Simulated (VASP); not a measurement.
# PbS (Imm2) in VASP: notebook, part 2 of 2

VASP 6.6.1. The steps go on from the part before.

**3. Single point, PBE**

Contents of INCAR:

```
PREC = Accurate
ENCUT = 520
EDIFF = 1E-6
ISMEAR = 0
SIGMA = 0.03
LREAL = False
LASPH = True
NELM = 60
ALGO = Normal
ISIF = 2
LWAVE = False
LCHARG = False
GGA = PE
NBANDS = 17
```

Contents of KPOINTS:

```
regular mesh
0
Gamma
  10 10 10
```

Contents of POSCAR:

```
PbS
1.0
    0.0000000000      2.9650000000      2.9650000000
    2.9650000000      0.0000000000      2.9650000000
    2.9650000000      2.9650000000      0.0000000000
Pb S
1 1
Direct
    0.0000000000      0.0000000000      0.0059621145
    0.5000000000      0.5000000000      0.5000000000
```

Potentials or basis: VASP PAW PBE potentials, release 64 (Pb_d, S).

Launch:

```sh
cat potpaw_PBE.64/Pb_d/POTCAR potpaw_PBE.64/S/POTCAR > POTCAR
mpirun -np 1 vasp_std > vasp.out
```

OUTCAR:

```text
PREC = Accurate
   ENCUT = 520
   EDIFF = 1E-6
   ISMEAR = 0
   LREAL = False
   LASPH = True
   NELM = 60
   ISIF = 2
   GGA = PE

 ion  position               nearest neighbor table
   1  0.000  0.000  0.006-   2 2.95   2 2.95   2 2.97   2 2.97   2 2.98   2 2.98
   2  0.500  0.500  0.500-   1 2.95   1 2.95   1 2.97   1 2.97   1 2.98   1 2.98

  LATTYP: Found a face centered cubic cell.
 ALAT       =     5.9300000000

  Lattice vectors:

 A1 = (   0.0000000000,   2.9650000000,   2.9650000000)
[... 666 lines left out ...]
------------------------ aborting loop because EDIFF is reached ----------------------------------------

  FORCE on cell =-STRESS in cart. coord.  units (eV):
  Direction    XX          YY          ZZ          XY          YZ          ZX
  --------------------------------------------------------------------------------------
  -------------------------------------------------------------------------------------
  Total        0.7197377      0.7197377      0.7153541      0.0008905      0.0000000      0.0000000
  in kB       22.1197780     22.1197780     21.9850545      0.0273684      0.0000000      0.0000000
  external PRESSURE =      22.0748701 kB  Pullay stress =       0.0000000 kB

 VOLUME and BASIS-vectors are now :
 -----------------------------------------------------------------------------
  energy-cutoff  :      520.00
  volume of cell :       52.13
      direct lattice vectors                 reciprocal lattice vectors
     0.000000000  2.965000000  2.965000000    -0.168634064  0.168634064  0.168634064
     2.965000000  0.000000000  2.965000000     0.168634064 -0.168634064  0.168634064
     2.965000000  2.965000000  0.000000000     0.168634064  0.168634064 -0.168634064

 POSITION                                       TOTAL-FORCE (eV/Angst)
 -----------------------------------------------------------------------------------
      0.01768      0.01768      0.00000        -0.009986     -0.009986     -0.000000
      2.96500      2.96500      2.96500         0.009986      0.009986      0.000000
 -----------------------------------------------------------------------------------
    total drift:                                0.000041      0.000041      0.000000

  FREE ENERGIE OF THE ION-ELECTRON SYSTEM (eV)
  ---------------------------------------------------
  free  energy   TOTEN  =        -8.7548282392 eV

  energy  without entropy=       -8.7548282392  energy(sigma->0) =       -8.75482824
```

OSZICAR:

```text
N       E                     dE             d eps       ncg     rms          rms(c)
DAV:   1     0.159312232301E+03    0.15931E+03   -0.97364E+03  5838   0.124E+03
DAV:   2     0.291595273376E+01   -0.15640E+03   -0.15046E+03  6239   0.315E+02
DAV:   3    -0.894466232783E+01   -0.11861E+02   -0.11756E+02  7577   0.919E+01
DAV:   4    -0.922630846231E+01   -0.28165E+00   -0.28140E+00  7426   0.156E+01
DAV:   5    -0.923717851795E+01   -0.10870E-01   -0.10869E-01  8703   0.295E+00    0.464E+00
DAV:   6    -0.875093736654E+01    0.48624E+00   -0.13697E+00  9143   0.799E+00    0.326E+00
DAV:   7    -0.875147246325E+01   -0.53510E-03   -0.14496E-01  7085   0.190E+00    0.187E+00
DAV:   8    -0.875515015796E+01   -0.36777E-02   -0.16554E-02  6953   0.139E+00    0.260E-01
DAV:   9    -0.875463572917E+01    0.51443E-03   -0.33718E-03  9284   0.514E-01    0.851E-02
DAV:  10    -0.875481903365E+01   -0.18330E-03   -0.37092E-04  6705   0.118E-01    0.547E-02
DAV:  11    -0.875482735348E+01   -0.83198E-05   -0.62515E-05  8161   0.867E-02    0.185E-02
DAV:  12    -0.875482823917E+01   -0.88569E-06   -0.41594E-06  7544   0.196E-02
   1 F= -.87548282E+01 E0= -.87548282E+01  d E =-.387239E-11
```

stdout:

```text
POSCAR found type information on POSCAR PbS
 POSCAR found :  2 types and       2 ions
 scaLAPACK will be used
 LDA part: xc-table for (Slater+PW92), standard interpolation
 POSCAR, INCAR and KPOINTS ok, starting setup
 FFT: planning ... GRIDC
 FFT: planning ... GRID_SOFT
 FFT: planning ... GRID
 WAVECAR not read
 entering main loop
```

Run time: 1.9 min. Hardware: 1 thread of Intel Xeon 8259CL, shared host; peak memory 0.28 GiB.

What came out:

```yaml
Free_energy: -8.7548 eV
Pressure: 2.2 GPa
Largest_force: 0.014 eV/Å
Band_gap_on_the_k_mesh: 0.36 eV
```

Forces in eV/Å, atoms in the order of the input:
```
Pb  -0.010 -0.010  0.000
S    0.010  0.010  0.000
```

Caveat: spin-orbit coupling is left out, which moves the levels of the heavy elements. A k mesh can miss the band edges.
